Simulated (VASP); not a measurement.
# BeS (F-43m) in VASP: notebook

The runs below take BeS through single point, relaxation of cell and atoms, with r2SCAN.

Program: VASP 6.6.1. These are calculated values, not measurements. Logs are shortened: lines on timing, memory, paths and dates and some standing lists are left out, and cuts for length are marked.

## 1. The cell of the first run

Symmetry: F-43m, No. 216, cubic system. Conventional cell: a = 4.964 Å, b = 4.964 Å, c = 4.964 Å, α = 90.00°, β = 90.00°, γ = 90.00°. Within 2.8 Å of Be (site symmetry -43m) lie 4 S at 2.15 Å. Within 2.8 Å of S (site symmetry -43m) lie 4 Be at 2.15 Å.

## 2. Single point, r2SCAN (volume scaled by 1.06)

The input, POSCAR:

```
BeS
1.0
    0.0000000000      2.4819917560      2.4819917560
    2.4819917560      0.0000000000      2.4819917560
    2.4819917560      2.4819917560      0.0000000000
Be S
1 1
Direct
    0.0000000000      0.0000000000      0.0000000000
    0.2500000000      0.2500000000      0.2500000000
```

The input, INCAR.step1:

```
PREC = Accurate
ENCUT = 520
ISMEAR = 0
SIGMA = 0.02
LREAL = False
LASPH = True
NELM = 60
NBANDS = 11
GGA = PE
ALGO = Normal
EDIFF = 1E-4
LWAVE = True
LCHARG = False
```

The input, INCAR.step2:

```
PREC = Accurate
ENCUT = 520
EDIFF = 1E-6
ISMEAR = 0
SIGMA = 0.02
LREAL = False
LASPH = True
NELM = 60
ALGO = Normal
ISIF = 2
LWAVE = False
LCHARG = True
METAGGA = R2SCAN
LMIXTAU = True
LELF = True
LVHAR = True
NBANDS = 11
ISTART = 1
```

The input, KPOINTS:

```
Automatic mesh
0
Gamma
  8 8 8
```

Potentials or basis: VASP PAW PBE potentials, release 64 (Be, S).

The run is started by

```
$ cat potpaw_PBE.64/Be/POTCAR potpaw_PBE.64/S/POTCAR > POTCAR
$ cp INCAR.step1 INCAR
$ mpirun -np 1 vasp_std > vasp.out
$ cp INCAR.step2 INCAR
$ mpirun -np 1 vasp_std > vasp.out
```

OUTCAR:

```text
PREC = Accurate
   ENCUT = 520
   EDIFF = 1E-6
   ISMEAR = 0
   LREAL = False
   LASPH = True
   NELM = 60
   ISIF = 2
   METAGGA = R2SCAN
   ISTART = 1

 ion  position               nearest neighbor table
   1  0.000  0.000  0.000-   2 2.15   2 2.15   2 2.15   2 2.15
   2  0.250  0.250  0.250-   1 2.15   1 2.15   1 2.15   1 2.15

  LATTYP: Found a face centered cubic cell.
 ALAT       =     4.9639835120

  Lattice vectors:

 A1 = (   0.0000000000,   2.4819917560,   2.4819917560)
 A2 = (   2.4819917560,   0.0000000000,   2.4819917560)
 A3 = (   2.4819917560,   2.4819917560,   0.0000000000)

Analysis of symmetry for initial positions (statically):
=====================================================================
 Subroutine PRICEL returns:
 Original cell was already a primitive cell.

 Routine SETGRP: Setting up the symmetry group for a
 face centered cubic supercell.

 Subroutine GETGRP returns: Found 24 space group operations
 (whereof 24 operations were pure point group operations)
 out of a pool of 48 trial point group operations.

The static configuration has the point symmetry T_d .

Analysis of symmetry for dynamics (positions and initial velocities):
=====================================================================
 Subroutine PRICEL returns:
 Original cell was already a primitive cell.

 Routine SETGRP: Setting up the symmetry group for a
 face centered cubic supercell.

 Subroutine GETGRP returns: Found 24 space group operations
 (whereof 24 operations were pure point group operations)
 out of a pool of 48 trial point group operations.

The dynamic configuration has the point symmetry T_d .

 Subroutine INISYM returns: Found 24 space group operations
 (whereof 24 operations are pure point group operations),
 and found     1 'primitive' translations

----------------------------------------------------------------------------------------

                                     Primitive cell

  volume of cell :      30.5795

  direct lattice vectors                    reciprocal lattice vectors
     0.000000000  2.481991756  2.481991756    -0.201451112  0.201451112  0.201451112
     2.481991756  0.000000000  2.481991756     0.201451112 -0.201451112  0.201451112
     2.481991756  2.481991756  0.000000000     0.201451112  0.201451112 -0.201451112

  length of vectors
     3.510066403  3.510066403  3.510066403     0.348923562  0.348923562  0.348923562

  position of ions in fractional coordinates (direct lattice)
     0.000000000  0.000000000  0.000000000
     0.250000000  0.250000000  0.250000000

  ion indices of the primitive-cell ions
   primitive index   ion index
                 1           1
                 2           2

----------------------------------------------------------------------------------------

 KPOINTS: Automatic mesh

Automatic generation of k-mesh.
 Grid dimensions read from file:
 generate k-points for:    8    8    8

 Generating k-lattice:

  Cartesian coordinates                     Fractional coordinates (reciprocal lattice)
    -0.025181389  0.025181389  0.025181389     0.125000000  0.000000000  0.000000000
     0.025181389 -0.025181389  0.025181389     0.000000000  0.125000000  0.000000000
     0.025181389  0.025181389 -0.025181389     0.000000000  0.000000000  0.125000000

  Length of vectors
     0.043615445  0.043615445  0.043615445

  Shift w.r.t. Gamma in fractional coordinates (k-lattice)
     0.000000000  0.000000000  0.000000000

 Subroutine IBZKPT returns following result:
 ===========================================

 Found     29 irreducible k-points:

 Following reciprocal coordinates:
            Coordinates               Weight
  0.000000  0.000000  0.000000      1.000000
  0.125000  0.000000  0.000000      8.000000
  0.250000  0.000000  0.000000      8.000000
  0.375000  0.000000  0.000000      8.000000
  0.500000  0.000000  0.000000      4.000000
  0.125000  0.125000  0.000000      6.000000
[... 16 lines left out ...]
  0.500000  0.250000  0.125000     48.000000
 -0.375000  0.250000  0.125000     24.000000
 [... further k-points ...]
   k-points           NKPTS =     29   k-points in BZ     NKDIM =     29   number of bands    NBANDS=     11
   number of dos      NEDOS =    301   number of ions     NIONS =      2
   total plane-waves  NPLWV =  21952
   dimension x,y,z NGX =    28 NGY =   28 NGZ =   28
   dimension x,y,z NGXF=    56 NGYF=   56 NGZF=   56
   ions per type =               1   1
   NGX,Y,Z   is equivalent  to a cutoff of  13.26, 13.26, 13.26 a.u.
   NGXF,Y,Z  is equivalent  to a cutoff of  26.52, 26.52, 26.52 a.u.
 SYSTEM =  unknown system
   PREC   = accura    normal or accurate (medium, high low for compatibility)
   ISTART =      1    job   : 0-new  1-cont  2-samecut
   ICHARG =      0    charge: 1-file 2-atom 10-const
   ISPIN  =      1    spin polarized calculation?
   LNONCOLLINEAR =      F non collinear calculations
   LSORBIT =      F    spin-orbit coupling
   LASPH  =      T    aspherical Exc in radial PAW
   ENCUT  =  520.0 eV  38.22 Ry    6.18 a.u.   6.53  6.53  6.53*2*pi/ulx,y,z
   NELM   =     60;   NELMIN=  2; NELMDL=  0     # of ELM steps
   EDIFF  = 0.1E-05   stopping-criterion for ELM
   LREAL  =      F    real-space projection
   EDIFFG = 0.1E-04   stopping-criterion for IOM
   NSW    =      0    number of steps for IOM
   IBRION =     -1    ionic relax: 0-MD 1-quasi-New 2-CG
   NFREE  =      0    steps in history (QN), initial steepest desc. (CG)
   ISIF   =      2    stress and relaxation
   ISYM   =      2    0-nonsym 1-usesym 2-fastsym
   POTIM  = 0.5000    time-step for ionic-motion
   TEBEG  =    0.0;   TEEND  =   0.0 temperature during run
   PSTRESS=    0.0 pullay stress
   NELECT =       8.0000    total number of electrons
   NUPDOWN=      -1.0000    fix difference up-down
   EMIN   =  10.00;   EMAX   =-10.00  energy-range for DOS
   EFERMI =   0.00;   METHOD = LEGACY
   ISMEAR =     0;   SIGMA  =   0.02  broadening in eV -4-tet -1-fermi 0-gaus
   EFERMI_NEDOS =   21; number of points for ismear=-14 and -15
   IALGO  =     38    algorithm
   IMIX   =      4    mixing-type and parameters
     AMIX     =   0.40;   BMIX     =  1.00
     AMIX_MAG =   1.60;   BMIX_MAG =  1.00
  volume/ion in A,a.u.               =      15.29       103.18
  Fermi-wavevector in a.u.,A,eV,Ry     =   1.047035  1.978609 14.915823  1.096282
  Thomas-Fermi vector in A             =   2.181898
   LORBIT       =      0    0 simple, 1 ext, 2 COOP (PROOUT), +10 PAW based schemes
   METAGGA = R2SCAN    functional components
   LHFCALC =     F    Hartree Fock is set to
   AEXX    =    0.0000 exact exchange contribution
   IVDW    =     0    specifies the selected vdW correction
   LEPSILON=     F    determine dielectric tensor
   LRPA    =     F    only Hartree local field effects (RPA)
 non-spin polarized calculation
 Gauss-broadening in eV      SIGMA  =   0.02
  energy-cutoff  :      520.00
  volume of cell :       30.58
 maximum number of plane-waves:       869
 NGX is ok and might be reduce to    28
   NGX = 13   NGY = 13   NGZ = 13

 number of electron       8.0000001 magnetization

 Free energy of the ion-electron system (eV)
  ---------------------------------------------------
  ext. energy  EPLUGINS =         0.00000000
  ---------------------------------------------------
  free energy    TOTEN  =       -14.76087849 eV

  energy without entropy =      -14.76087849  energy(sigma->0) =      -14.76087849

 E-fermi :   3.3475     XC(G=0):  -9.8843

 val. band max:        3.2667959597   @ k =   0.0000   0.0000   0.0000
 cond. band min:       6.9847444482   @ k =   0.5000   0.5000   0.0000
 fundamental gap:      3.7179484886
 Fermi energy:         3.3474939961

 k-point     1 :       0.0000    0.0000    0.0000
  band No.  band energies     occupation
      1     -10.5642      2.00000
      2       3.2668      2.00000
      3       3.2668      2.00000
      4       3.2668      2.00000
      5       9.3404      0.00000
      6       9.5541      0.00000
      7       9.5541      0.00000
      8       9.5541      0.00000
      9      16.5551      0.00000
     10      16.5551      0.00000
     11      18.5929      0.00000

 k-point     2 :       0.1250    0.0000    0.0000
  band No.  band energies     occupation
      1     -10.3958      2.00000
      2       2.1353      2.00000
      3       3.0872      2.00000
      4       3.0872      2.00000
      5       9.3395      0.00000
      6       9.8939      0.00000
      7       9.8939      0.00000
      8      10.6991      0.00000
      9      15.9084      0.00000
     10      15.9084      0.00000
     11      18.5907      0.00000

 k-point     3 :       0.2500    0.0000    0.0000
  band No.  band energies     occupation
      1      -9.9364      2.00000
      2       0.1180      2.00000
      3       2.7196      2.00000
      4       2.7196      2.00000
      5       9.2432      0.00000
      6      10.4233      0.00000
      7      10.4233      0.00000
      8      12.8153      0.00000
      9      15.6850      0.00000
     10      15.6850      0.00000
     11      18.1282      0.00000

 k-point     4 :       0.3750    0.0000    0.0000
  band No.  band energies     occupation
      1      -9.3656      2.00000
      2      -1.5649      2.00000
      3       2.4162      2.00000
      4       2.4162      2.00000
      5       9.1471      0.00000
      6      10.4943      0.00000
      7      10.4943      0.00000
      8      14.4592      0.00000
      9      17.0202      0.00000
     10      17.0202      0.00000
     11      18.1577      0.00000
[... 239 lines left out ...]
 k-point    22 :       0.3750    0.2500    0.1250
  band No.  band energies     occupation
      1      -9.5636      2.00000
      2      -0.1302      2.00000
      3       1.2742      2.00000
      4       2.2315      2.00000
      5       9.3552      0.00000
      6      10.9937      0.00000
      7      11.2523      0.00000
      8      12.3354      0.00000
      9      15.2904      0.00000
     10      18.1653      0.00000
     11      19.7866      0.00000

 k-point    23 :       0.5000    0.2500    0.1250
  band No.  band energies     occupation
      1      -9.0658      2.00000
      2      -1.2181      2.00000
      3       0.7443      2.00000
      4       1.7953      2.00000
      5       9.7994      0.00000
      6      10.5891      0.00000
      7      12.1359      0.00000
      8      13.0621      0.00000
      9      16.3475      0.00000
     10      18.2240      0.00000
     11      20.1923      0.00000

 k-point    24 :      -0.3750    0.2500    0.1250
  band No.  band energies     occupation
      1      -8.8218      2.00000
      2      -1.7302      2.00000
      3       0.6416      2.00000
      4       1.5681      2.00000
      5       9.9277      0.00000
      6      10.3006      0.00000
      7      12.8263      0.00000
      8      14.1973      0.00000
      9      15.2989      0.00000
     10      19.0856      0.00000
     11      19.7159      0.00000

 [... further k-points ...]

------------------------ aborting loop because EDIFF is reached ----------------------------------------

  FORCE on cell =-STRESS in cart. coord.  units (eV):
  Direction    XX          YY          ZZ          XY          YZ          ZX
  --------------------------------------------------------------------------------------
  -------------------------------------------------------------------------------------
  Total       -0.9303081     -0.9303081     -0.9303081      0.0000000     -0.0000000     -0.0000000
  in kB      -48.7423419    -48.7423419    -48.7423419      0.0000000     -0.0000000     -0.0000000
  external PRESSURE =     -48.7423419 kB  Pullay stress =       0.0000000 kB

 VOLUME and BASIS-vectors are now :
 -----------------------------------------------------------------------------
  energy-cutoff  :      520.00
  volume of cell :       30.58
      direct lattice vectors                 reciprocal lattice vectors
     0.000000000  2.481991756  2.481991756    -0.201451112  0.201451112  0.201451112
     2.481991756  0.000000000  2.481991756     0.201451112 -0.201451112  0.201451112
     2.481991756  2.481991756  0.000000000     0.201451112  0.201451112 -0.201451112

 POSITION                                       TOTAL-FORCE (eV/Angst)
 -----------------------------------------------------------------------------------
      0.00000      0.00000      0.00000        -0.000000     -0.000000     -0.000000
      1.24100      1.24100      1.24100         0.000000      0.000000      0.000000
 -----------------------------------------------------------------------------------
    total drift:                                0.000000      0.000000      0.000000

  FREE ENERGIE OF THE ION-ELECTRON SYSTEM (eV)
  ---------------------------------------------------
  free  energy   TOTEN  =       -14.7608784855 eV

  energy  without entropy=      -14.7608784855  energy(sigma->0) =      -14.76087849
```

Wall time 76 s (1 thread of Intel Xeon Platinum 8259CL at 2.50GHz (Skylake/Cascade Lake), shared host); peak memory 0.16 GiB.

Results:

| Quantity | Value |
| --- | --- |
| Free energy | -14.7609 eV |
| Pressure | -4.9 GPa |
| Band gap on the k mesh | 3.72 eV, indirect (least direct gap 6.07 eV) |

Caveat: the cell differs from its parent crystal (volume scaled by 1.06); the PAW data sets were made with another functional, which shifts forces and pressure a little.

## 3. Relaxation of cell and atoms, r2SCAN

This run uses another cell than the first one, of 14.26 Å³/atom, 0.933 times its volume.

The input, POSCAR:

```
BeS
1.0
    0.0000000000      2.4250000000      2.4250000000
    2.4250000000      0.0000000000      2.4250000000
    2.4250000000      2.4250000000      0.0000000000
Be S
1 1
Direct
    0.0000000000      0.0000000000      0.0000000000
    0.2500000000      0.2500000000      0.2500000000
```

The input, INCAR.step1:

```
SYSTEM = BeS
PREC     = Accurate       ! precision mode
ENCUT    = 600            ! plane-wave cutoff, eV
ISMEAR   = 0              ! smearing method
SIGMA    = 0.02           ! smearing width, eV
LREAL    = .False.        ! projectors in reciprocal space
LASPH    = .True.         ! aspherical terms in the spheres
NELM     = 80             ! most SCF steps
GGA      = PE             ! functional
ALGO     = Normal         ! electronic algorithm
EDIFF    = 1E-4           ! SCF threshold, eV
LWAVE    = .True.         ! write WAVECAR
LCHARG   = .False.        ! write CHGCAR
```

The input, INCAR.step2:

```
SYSTEM = BeS
PREC     = Accurate       ! precision mode
ENCUT    = 600            ! plane-wave cutoff, eV
EDIFF    = 1E-6           ! SCF threshold, eV
ISMEAR   = 0              ! smearing method
SIGMA    = 0.02           ! smearing width, eV
LREAL    = .False.        ! projectors in reciprocal space
LASPH    = .True.         ! aspherical terms in the spheres
NELM     = 80             ! most SCF steps
ALGO     = Normal         ! electronic algorithm
ISIF     = 3              ! what is computed and relaxed
LWAVE    = .False.        ! write WAVECAR
LCHARG   = .False.        ! write CHGCAR
METAGGA  = R2SCAN         ! meta-GGA
LMIXTAU  = .True.       
IBRION   = 2              ! ionic algorithm
NSW      = 100            ! ionic steps
EDIFFG   = -0.005         ! ionic threshold
ISTART   = 1
```

The input, KPOINTS:

```
regular mesh
0
Gamma
  8 8 8
  0 0 0
```

Potentials or basis: VASP PAW PBE potentials, release 64 (Be, S).

The run is started by

```
$ cat potpaw_PBE.64/Be/POTCAR potpaw_PBE.64/S/POTCAR > POTCAR
$ cp INCAR.step1 INCAR
$ mpirun -np 1 vasp_std > vasp.out
$ cp INCAR.step2 INCAR
$ mpirun -np 1 vasp_std > vasp.out
```

Run time: 2.2 min. Hardware: 1 thread of Intel Xeon Platinum 8259CL at 2.50GHz (Skylake/Cascade Lake), shared host; peak memory 0.16 GiB.

It converged, with:

```
Free energy                            : -14.7869 eV
Relaxed volume                         : 14.47 Å³/atom
Relaxed cell                           : a = 3.446 Å, b = 3.446 Å, c = 3.446 Å, α = 60.00°, β = 60.00°, γ = 60.00°
Space group after relaxing (to 0.05 Å) : F-43m (No. 216)
Energy gained by relaxing              : 0.9 meV/atom
Ionic steps                            : 3
Pressure after relaxing                : 0.0 GPa
Band gap on the k mesh                 : 3.60 eV, indirect (least direct gap 6.27 eV)
```

The path:
| step | energy change (eV) | largest force (eV/Å) | pressure (GPa) | volume (Å³) |
| --- | --- | --- | --- | --- |
| 1 | 0.0000 | 0.0000 | 1.45 | 28.52 |
| 2 | -0.0017 | 0.0000 | -0.40 | 29.06 |
| 3 | -0.0019 | 0.0000 | 0.01 | 28.94 |

Final structure:
```
Be S
1.0
     0.00000    2.43670    2.43670
     2.43670    0.00000    2.43670
     2.43670    2.43670    0.00000
Be S
1 1
Direct
  0.00000 0.00000 0.00000
  0.25000 0.25000 0.25000
```

Levels at points of the mesh, in eV from the valence-band top:
```csv
k point,band 1,band 2,band 3,band 4,band 5,band 6,band 7,band 8
"(0.00, 0.00, 0.00)",-14.20,0.00,0.00,0.00,6.27,6.27,6.27,6.56
"(0.50, 0.00, 0.00)",-12.56,-5.86,-1.04,-1.04,6.05,7.15,7.15,11.99
"(0.50, 0.50, 0.00)",-12.00,-5.11,-2.66,-2.66,3.60,5.40,13.75,13.75
```

Caveat: the PAW data sets were made with another functional, which shifts forces and pressure a little.
